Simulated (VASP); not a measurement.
# Sc3GeBi6 (Fm-3m) in VASP: notebook

Runs on Sc3GeBi6. Level: PBE. Tasks: single point.

All numbers are computed with VASP 6.6.1; they aren't measurements. Logs are shortened: lines on timing, memory, paths and dates and some standing lists are left out, and cuts for length are marked.

## 1. The cell of the first run

Symmetry: Fm-3m, No. 225, cubic system. The conventional cell has a = 10.006 Å, b = 10.006 Å, c = 10.006 Å, α = 90.00°, β = 90.00°, γ = 90.00°. Sc (site symmetry -43m) has 12 Bi at 3.55 Å and 4 Sc at 4.33 Å and 4 Ge at 4.33 Å within 4.7 Å. Sc (site symmetry m-3m) has 6 Bi at 2.76 Å within 3.6 Å. Within 3.0 Å of Ge (site symmetry m-3m) lie 6 Bi at 2.25 Å. Within 3.0 Å of Bi (site symmetry 4mm) lie 1 Ge at 2.25 Å and 1 Sc at 2.76 Å.

## 2. Single point, PBE

File INCAR:

```
PREC = Accurate
ENCUT = 520
EDIFF = 1E-6
ISMEAR = 0
SIGMA = 0.1
LREAL = False
LASPH = True
NELM = 100
ALGO = Fast
ISIF = 2
LWAVE = False
LCHARG = False
GGA = PE
NBANDS = 80
```

File KPOINTS:

```
regular mesh
0
Gamma
  4 4 4
```

File POSCAR:

```
Sc3GeBi6
1.0
    0.0000000000      5.0027802700      5.0027802700
    5.0027802700      0.0000000000      5.0027802700
    5.0027802700      5.0027802700      0.0000000000
Sc Ge Bi
3 1 6
Direct
    0.2500000000      0.2500000000      0.2500000000
    0.7500000000      0.7500000000      0.7500000000
    0.5000000000      0.5000000000      0.5000000000
    0.0000000000      0.0000000000      0.0000000000
    0.7755140100      0.2244859900      0.2244859900
    0.2244859900      0.7755140100      0.7755140100
    0.2244859900      0.7755140100      0.2244859900
    0.7755140100      0.2244859900      0.7755140100
    0.2244859900      0.2244859900      0.7755140100
    0.7755140100      0.7755140100      0.2244859900
```

Potentials or basis: VASP PAW PBE potentials, release 64 (Sc_sv, Ge_d, Bi_d).

The run is started by

```
cat potpaw_PBE.64/Sc_sv/POTCAR potpaw_PBE.64/Ge_d/POTCAR potpaw_PBE.64/Bi_d/POTCAR > POTCAR
mpirun -np 1 vasp_std > vasp.out
```

OUTCAR:

```text
PREC = Accurate
   ENCUT = 520
   EDIFF = 1E-6
   ISMEAR = 0
   LREAL = False
   LASPH = True
   NELM = 100
   ISIF = 2
   GGA = PE

 ion  position               nearest neighbor table
   1  0.250  0.250  0.250-   5 3.55   7 3.55   9 3.55  10 3.55   6 3.55   8 3.55   8 3.55  10 3.55
                             6 3.55   7 3.55   5 3.55   9 3.55
   2  0.750  0.750  0.750-   6 3.55   8 3.55  10 3.55   5 3.55   7 3.55   5 3.55   9 3.55   7 3.55
                             9 3.55   6 3.55   8 3.55  10 3.55
   3  0.500  0.500  0.500-   5 2.76   6 2.76   7 2.76   8 2.76   9 2.76  10 2.76
   4  0.000  0.000  0.000-   5 2.25   6 2.25   7 2.25   8 2.25   9 2.25  10 2.25
   5  0.776  0.224  0.224-   4 2.25   3 2.76   7 3.18   8 3.18   9 3.18  10 3.18   1 3.55   2 3.55
                             2 3.55   1 3.55  10 3.90   7 3.90   9 3.90   8 3.90
   6  0.224  0.776  0.776-   4 2.25   3 2.76   7 3.18   8 3.18   9 3.18  10 3.18   2 3.55   1 3.55
                             1 3.55   2 3.55   8 3.90   7 3.90  10 3.90   9 3.90
   7  0.224  0.776  0.224-   4 2.25   3 2.76   5 3.18   6 3.18   9 3.18  10 3.18   1 3.55   2 3.55
                             2 3.55   1 3.55   6 3.90   5 3.90   9 3.90  10 3.90
   8  0.776  0.224  0.776-   4 2.25   3 2.76   5 3.18   6 3.18   9 3.18  10 3.18   2 3.55   1 3.55
                             1 3.55   2 3.55   5 3.90   6 3.90  10 3.90   9 3.90
   9  0.224  0.224  0.776-   4 2.25   3 2.76   5 3.18   6 3.18   7 3.18   8 3.18   1 3.55   2 3.55
                             2 3.55   1 3.55   5 3.90   8 3.90   6 3.90   7 3.90
  10  0.776  0.776  0.224-   4 2.25   3 2.76   5 3.18   6 3.18   7 3.18   8 3.18   2 3.55   1 3.55
                             1 3.55   2 3.55   5 3.90   6 3.90   8 3.90   7 3.90

  LATTYP: Found a face centered cubic cell.
 ALAT       =    10.0055605400

  Lattice vectors:

 A1 = (   0.0000000000,   5.0027802700,   5.0027802700)
 A2 = (   5.0027802700,   0.0000000000,   5.0027802700)
 A3 = (   5.0027802700,   5.0027802700,   0.0000000000)

Analysis of symmetry for initial positions (statically):
=====================================================================
 Subroutine PRICEL returns:
 Original cell was already a primitive cell.

 Routine SETGRP: Setting up the symmetry group for a
 face centered cubic supercell.

 Subroutine GETGRP returns: Found 48 space group operations
 (whereof 48 operations were pure point group operations)
 out of a pool of 48 trial point group operations.

The static configuration has the point symmetry O_h .

Analysis of symmetry for dynamics (positions and initial velocities):
=====================================================================
 Subroutine PRICEL returns:
 Original cell was already a primitive cell.

 Routine SETGRP: Setting up the symmetry group for a
 face centered cubic supercell.

 Subroutine GETGRP returns: Found 48 space group operations
 (whereof 48 operations were pure point group operations)
 out of a pool of 48 trial point group operations.

The dynamic configuration has the point symmetry O_h .

 Subroutine INISYM returns: Found 48 space group operations
 (whereof 48 operations are pure point group operations),
 and found     1 'primitive' translations

----------------------------------------------------------------------------------------

                                     Primitive cell

  volume of cell :     250.4173

  direct lattice vectors                    reciprocal lattice vectors
     0.000000000  5.002780270  5.002780270    -0.099944426  0.099944426  0.099944426
     5.002780270  0.000000000  5.002780270     0.099944426 -0.099944426  0.099944426
     5.002780270  5.002780270  0.000000000     0.099944426  0.099944426 -0.099944426

  length of vectors
     7.074999707  7.074999707  7.074999707     0.173108823  0.173108823  0.173108823

  position of ions in fractional coordinates (direct lattice)
     0.250000000  0.250000000  0.250000000
     0.750000000  0.750000000  0.750000000
     0.500000000  0.500000000  0.500000000
     0.000000000  0.000000000  0.000000000
     0.775514010  0.224485990  0.224485990
     0.224485990  0.775514010  0.775514010
     0.224485990  0.775514010  0.224485990
     0.775514010  0.224485990  0.775514010
     0.224485990  0.224485990  0.775514010
     0.775514010  0.775514010  0.224485990

  ion indices of the primitive-cell ions
   primitive index   ion index
                 1           1
                 2           2
                 3           3
                 4           4
                 5           5
                 6           6
                 7           7
                 8           8
                 9           9
                10          10

----------------------------------------------------------------------------------------

 KPOINTS: regular mesh

Automatic generation of k-mesh.
 Grid dimensions read from file:
 generate k-points for:    4    4    4

 Generating k-lattice:

  Cartesian coordinates                     Fractional coordinates (reciprocal lattice)
    -0.024986106  0.024986106  0.024986106     0.250000000  0.000000000  0.000000000
     0.024986106 -0.024986106  0.024986106     0.000000000  0.250000000  0.000000000
     0.024986106  0.024986106 -0.024986106     0.000000000  0.000000000  0.250000000

  Length of vectors
     0.043277206  0.043277206  0.043277206

  Shift w.r.t. Gamma in fractional coordinates (k-lattice)
     0.000000000  0.000000000  0.000000000

 Subroutine IBZKPT returns following result:
 ===========================================

 Found      8 irreducible k-points:

 Following reciprocal coordinates:
            Coordinates               Weight
  0.000000  0.000000  0.000000      1.000000
  0.250000  0.000000  0.000000      8.000000
  0.500000  0.000000  0.000000      4.000000
  0.250000  0.250000  0.000000      6.000000
  0.500000  0.250000  0.000000     24.000000
 -0.250000  0.250000  0.000000     12.000000
  0.500000  0.500000  0.000000      3.000000
 -0.250000  0.500000  0.250000      6.000000
   k-points           NKPTS =      8   k-points in BZ     NKDIM =      8   number of bands    NBANDS=     80
   number of dos      NEDOS =    301   number of ions     NIONS =     10
   total plane-waves  NPLWV = 157464
   dimension x,y,z NGX =    54 NGY =   54 NGZ =   54
   dimension x,y,z NGXF=   108 NGYF=  108 NGZF=  108
   ions per type =               3   1   6
   NGX,Y,Z   is equivalent  to a cutoff of  12.69, 12.69, 12.69 a.u.
   NGXF,Y,Z  is equivalent  to a cutoff of  25.38, 25.38, 25.38 a.u.
 SYSTEM =  unknown system
   PREC   = accura    normal or accurate (medium, high low for compatibility)
   ISTART =      0    job   : 0-new  1-cont  2-samecut
   ICHARG =      2    charge: 1-file 2-atom 10-const
   ISPIN  =      1    spin polarized calculation?
   LNONCOLLINEAR =      F non collinear calculations
   LSORBIT =      F    spin-orbit coupling
   LASPH  =      T    aspherical Exc in radial PAW
   ENCUT  =  520.0 eV  38.22 Ry    6.18 a.u.  13.15 13.15 13.15*2*pi/ulx,y,z
   NELM   =    100;   NELMIN=  2; NELMDL= -5     # of ELM steps
   EDIFF  = 0.1E-05   stopping-criterion for ELM
   LREAL  =      F    real-space projection
   EDIFFG = 0.1E-04   stopping-criterion for IOM
   NSW    =      0    number of steps for IOM
   IBRION =     -1    ionic relax: 0-MD 1-quasi-New 2-CG
   NFREE  =      0    steps in history (QN), initial steepest desc. (CG)
   ISIF   =      2    stress and relaxation
   ISYM   =      2    0-nonsym 1-usesym 2-fastsym
   POTIM  = 0.5000    time-step for ionic-motion
   TEBEG  =    0.0;   TEEND  =   0.0 temperature during run
   PSTRESS=    0.0 pullay stress
   NELECT =     137.0000    total number of electrons
   NUPDOWN=      -1.0000    fix difference up-down
   EMIN   =  10.00;   EMAX   =-10.00  energy-range for DOS
   EFERMI =   0.00;   METHOD = LEGACY
   ISMEAR =     0;   SIGMA  =   0.10  broadening in eV -4-tet -1-fermi 0-gaus
   EFERMI_NEDOS =   21; number of points for ismear=-14 and -15
   IALGO  =     68    algorithm
   IMIX   =      4    mixing-type and parameters
     AMIX     =   0.40;   BMIX     =  1.00
     AMIX_MAG =   1.60;   BMIX_MAG =  1.00
  volume/ion in A,a.u.               =      25.04       168.99
  Fermi-wavevector in a.u.,A,eV,Ry     =   1.338937  2.530225 24.391889  1.792753
  Thomas-Fermi vector in A             =   2.467369
   LORBIT       =      0    0 simple, 1 ext, 2 COOP (PROOUT), +10 PAW based schemes
   GGA     = PE    functional components
   LHFCALC =     F    Hartree Fock is set to
   AEXX    =    0.0000 exact exchange contribution
   IVDW    =     0    specifies the selected vdW correction
   LEPSILON=     F    determine dielectric tensor
   LRPA    =     F    only Hartree local field effects (RPA)
 non-spin polarized calculation
 RMM-DIIS sequential band-by-band and
 Gauss-broadening in eV      SIGMA  =   0.10
  energy-cutoff  :      520.00
  volume of cell :      250.42
 maximum number of plane-waves:      6782
 NGX is ok and might be reduce to    54
   NGX = 27   NGY = 27   NGZ = 27

 number of electron     137.0000017 magnetization

 Free energy of the ion-electron system (eV)
  ---------------------------------------------------
  ext. energy  EPLUGINS =         0.00000000
  ---------------------------------------------------
  free energy    TOTEN  =       -31.83175111 eV

  energy without entropy =      -31.79814542  energy(sigma->0) =      -31.81494826

 E-fermi :   8.3048     XC(G=0): -10.5558

 val. band max:        8.2730629709   @ k =  -0.2500   0.5000   0.2500
 cond. band min:       8.3750706065   @ k =  -0.2500   0.5000   0.2500
 fundamental gap:      0.1020076356
 Fermi energy:         8.3048003492

 k-point     1 :       0.0000    0.0000    0.0000
  band No.  band energies     occupation
      1     -42.5107      2.00000
      2     -42.5106      2.00000
      3     -41.2790      2.00000
      4     -21.1209      2.00000
      5     -21.1209      2.00000
      6     -21.1209      2.00000
[... 72 lines left out ...]
     79       9.6807      0.00000
[... 580 lines left out ...]
     79      10.5787      0.00000
     80      10.7589      0.00000

------------------------ aborting loop because EDIFF is reached ----------------------------------------

  FORCE on cell =-STRESS in cart. coord.  units (eV):
  Direction    XX          YY          ZZ          XY          YZ          ZX
  --------------------------------------------------------------------------------------
  -------------------------------------------------------------------------------------
  Total       51.0976001     51.0976001     51.0976001     -0.0000000      0.0000000     -0.0000000
  in kB      326.9240003    326.9240003    326.9240003     -0.0000000      0.0000000     -0.0000000
  external PRESSURE =     326.9240003 kB  Pullay stress =       0.0000000 kB

 VOLUME and BASIS-vectors are now :
 -----------------------------------------------------------------------------
  energy-cutoff  :      520.00
  volume of cell :      250.42
      direct lattice vectors                 reciprocal lattice vectors
     0.000000000  5.002780270  5.002780270    -0.099944426  0.099944426  0.099944426
     5.002780270  0.000000000  5.002780270     0.099944426 -0.099944426  0.099944426
     5.002780270  5.002780270  0.000000000     0.099944426  0.099944426 -0.099944426

 POSITION                                       TOTAL-FORCE (eV/Angst)
 -----------------------------------------------------------------------------------
      2.50139      2.50139      2.50139        -0.000000     -0.000000     -0.000000
      7.50417      7.50417      7.50417        -0.000000     -0.000000      0.000000
      5.00278      5.00278      5.00278         0.000000      0.000000     -0.000000
      0.00000      0.00000      0.00000         0.000000      0.000000      0.000000
      2.24611      5.00278      5.00278         9.279904      0.000000      0.000000
      7.75945      5.00278      5.00278        -9.279904      0.000000      0.000000
      5.00278      2.24611      5.00278         0.000000      9.279904      0.000000
      5.00278      7.75945      5.00278         0.000000     -9.279904      0.000000
      5.00278      5.00278      2.24611         0.000000      0.000000      9.279904
      5.00278      5.00278      7.75945         0.000000      0.000000     -9.279904
 -----------------------------------------------------------------------------------
    total drift:                                0.000000      0.000000     -0.000000

  FREE ENERGIE OF THE ION-ELECTRON SYSTEM (eV)
  ---------------------------------------------------
  free  energy   TOTEN  =       -31.8317511127 eV

  energy  without entropy=      -31.7981454172  energy(sigma->0) =      -31.81494826
```

Run time: 13 min. Hardware: 1 thread of Oxide Virtual Turin-like, shared host; peak memory 0.45 GiB.

Results:

* Free energy: -31.8318 eV
* Pressure: 32.7 GPa
* Largest force: 9.280 eV/Å

Forces on the atoms (eV/Å):
```
Sc   0.000  0.000  0.000
Sc   0.000  0.000  0.000
Sc   0.000  0.000  0.000
Ge   0.000  0.000  0.000
Bi   9.280  0.000  0.000
Bi  -9.280  0.000  0.000
Bi   0.000  9.280  0.000
Bi   0.000 -9.280  0.000
Bi   0.000  0.000  9.280
Bi   0.000  0.000 -9.280
```

Levels at points of the mesh, in eV from the Fermi level:
```csv
k point,band 67,band 68,band 69,band 70,band 71,band 72
"(0.00, 0.00, 0.00)",-0.29,-0.06,-0.06,-0.06,0.23,0.23
"(0.50, 0.00, 0.00)",-0.40,0.43,0.54,0.60,0.60,0.66
"(0.50, 0.50, 0.00)",-1.70,-0.76,-0.76,-0.61,0.31,0.50
```

Caveat: spin-orbit coupling is left out, which moves the levels of the heavy elements; forces of over 1 eV/Å act on the atoms, so gaps and moduli don't describe the material at rest.

## 3. Single point, PBE

This run uses another cell than the first one, of 33.20 Å³/atom, 1.326 times its volume.

File INCAR:

```
SYSTEM = Sc3GeBi6
PREC     = Accurate       ! precision mode
ENCUT    = 520            ! plane-wave cutoff, eV
EDIFF    = 1E-6           ! SCF threshold, eV
ISMEAR   = 0              ! smearing method
SIGMA    = 0.1            ! smearing width, eV
LREAL    = .FALSE.        ! projectors in reciprocal space
LASPH    = .TRUE.         ! aspherical terms in the spheres
NELM     = 80             ! most SCF steps
ALGO     = Fast           ! electronic algorithm
ISIF     = 2              ! what is computed and relaxed
LWAVE    = .FALSE.        ! write WAVECAR
LCHARG   = .FALSE.        ! write CHGCAR
GGA      = PE             ! functional
NBANDS   = 80             ! bands
```

File KPOINTS:

```
regular mesh
0
G
  4 4 4
  0 0 0
```

File POSCAR:

```
Sc3GeBi6
1.0
    0.0000000000      5.4960462168      5.4960462168
    5.4960462168      0.0000000000      5.4960462168
    5.4960462168      5.4960462168      0.0000000000
Sc Ge Bi
3 1 6
Direct
    0.2500000000      0.2500000000      0.2500000000
    0.7500000000      0.7500000000      0.7500000000
    0.5000000000      0.5000000000      0.5000000000
    0.0000000000      0.0000000000      0.0000000000
    0.7534139512      0.2465860488      0.2465860488
    0.2465860488      0.7534139512      0.7534139512
    0.2465860488      0.7534139512      0.2465860488
    0.7534139512      0.2465860488      0.7534139512
    0.2465860488      0.2465860488      0.7534139512
    0.7534139512      0.7534139512      0.2465860488
```

Potentials or basis: VASP PAW PBE potentials, release 64 (Sc_sv, Ge_d, Bi_d).

The run is started by

```
cat potpaw_PBE.64/Sc_sv/POTCAR potpaw_PBE.64/Ge_d/POTCAR potpaw_PBE.64/Bi_d/POTCAR > POTCAR
mpirun -np 1 vasp_std > vasp.out
```

OUTCAR:

```text
SYSTEM = Sc3GeBi6
   PREC = Accurate
   ENCUT = 520
   EDIFF = 1E-6
   ISMEAR = 0
   LREAL = .FALSE.
   LASPH = .TRUE.
   NELM = 80
   ISIF = 2
   GGA = PE

 ion  position               nearest neighbor table
   1  0.250  0.250  0.250-
   2  0.750  0.750  0.750-
   3  0.500  0.500  0.500-   5 2.79   6 2.79   7 2.79   8 2.79   9 2.79  10 2.79
   4  0.000  0.000  0.000-   5 2.71   6 2.71   7 2.71   8 2.71   9 2.71  10 2.71
   5  0.753  0.247  0.247-   4 2.71   3 2.79   7 3.83   8 3.83   9 3.83  10 3.83
   6  0.247  0.753  0.753-   4 2.71   3 2.79   7 3.83   8 3.83   9 3.83  10 3.83
   7  0.247  0.753  0.247-   4 2.71   3 2.79   5 3.83   6 3.83   9 3.83  10 3.83
   8  0.753  0.247  0.753-   4 2.71   3 2.79   5 3.83   6 3.83   9 3.83  10 3.83
[... 870 lines left out ...]
  energy-cutoff  :      520.00
  volume of cell :      332.03
      direct lattice vectors                 reciprocal lattice vectors
     0.000000000  5.496046217  5.496046217    -0.090974490  0.090974490  0.090974490
     5.496046217  0.000000000  5.496046217     0.090974490 -0.090974490  0.090974490
     5.496046217  5.496046217  0.000000000     0.090974490  0.090974490 -0.090974490

 POSITION                                       TOTAL-FORCE (eV/Angst)
 -----------------------------------------------------------------------------------
      2.74802      2.74802      2.74802         0.000000      0.000000      0.000000
      8.24407      8.24407      8.24407         0.000000      0.000000      0.000000
      5.49605      5.49605      5.49605         0.000000      0.000000      0.000000
      0.00000      0.00000      0.00000         0.000000      0.000000     -0.000000
      2.71050      5.49605      5.49605        -0.014481      0.000000      0.000000
      8.28160      5.49605      5.49605         0.014481      0.000000      0.000000
      5.49605      2.71050      5.49605         0.000000     -0.014481      0.000000
      5.49605      8.28160      5.49605         0.000000      0.014481      0.000000
      5.49605      5.49605      2.71050         0.000000      0.000000     -0.014481
      5.49605      5.49605      8.28160         0.000000      0.000000      0.014481
 -----------------------------------------------------------------------------------
    total drift:                               -0.000000     -0.000000     -0.000000

  FREE ENERGIE OF THE ION-ELECTRON SYSTEM (eV)
  ---------------------------------------------------
  free  energy   TOTEN  =       -42.3575205557 eV

  energy  without entropy=      -42.3043507446  energy(sigma->0) =      -42.33093565
```

OSZICAR:

```text
N       E                     dE             d eps       ncg     rms          rms(c)
DAV:   1     0.228693954646E+04    0.22869E+04   -0.64208E+04  1424   0.231E+03
DAV:   2     0.353003690912E+03   -0.19339E+04   -0.19025E+04  1336   0.816E+02
DAV:   3    -0.665564332117E+01   -0.35966E+03   -0.34952E+03  1600   0.337E+02
DAV:   4    -0.469411118499E+02   -0.40285E+02   -0.39571E+02  1792   0.110E+02
[... 44 lines left out ...]
RMM:  49    -0.423575334761E+02    0.25680E-04   -0.65682E-06   780   0.491E-03    0.914E-02
RMM:  50    -0.423575270560E+02    0.64201E-05   -0.36341E-06   864   0.275E-03    0.900E-02
RMM:  51    -0.423575309383E+02   -0.38823E-05   -0.31851E-06   909   0.322E-03    0.897E-02
RMM:  52    -0.423575196279E+02    0.11310E-04   -0.27394E-06   722   0.314E-03    0.880E-02
RMM:  53    -0.423575205557E+02   -0.92786E-06   -0.31096E-06   660   0.272E-03
   1 F= -.42357521E+02 E0= -.42330936E+02  d E =-.531698E-01
```

stdout:

```text
POSCAR found type information on POSCAR ScGeBi
 POSCAR found :  3 types and      10 ions
 scaLAPACK will be used
 LDA part: xc-table for (Slater+PW92), standard interpolation
 POSCAR, INCAR and KPOINTS ok, starting setup
 FFT: planning ... GRIDC
 FFT: planning ... GRID_SOFT
 FFT: planning ... GRID
 WAVECAR not read
 entering main loop
WARNING in EDDRMM: call to ZHEGV failed, returncode =   8  4     58
WARNING in EDDRMM: call to ZHEGV failed, returncode =   6  3     66
```

Wall time 17 min (1 thread of Oxide Virtual Turin-like, shared host); peak memory 0.57 GiB.

What came out:

| Item | Value |
| --- | --- |
| Free energy | -42.3575 eV |
| Pressure | 0.2 GPa |
| Largest force | 0.014 eV/Å |

Forces in eV/Å, atoms in the order of the input:
```
Sc   0.000  0.000  0.000
Sc   0.000  0.000  0.000
Sc   0.000  0.000  0.000
Ge   0.000  0.000  0.000
Bi  -0.014  0.000  0.000
Bi   0.014  0.000  0.000
Bi   0.000 -0.014  0.000
Bi   0.000  0.014  0.000
Bi   0.000  0.000 -0.014
Bi   0.000  0.000  0.014
```

Caveat: spin-orbit coupling is left out, which moves the levels of the heavy elements.

(Continued in part 2 of 2.)
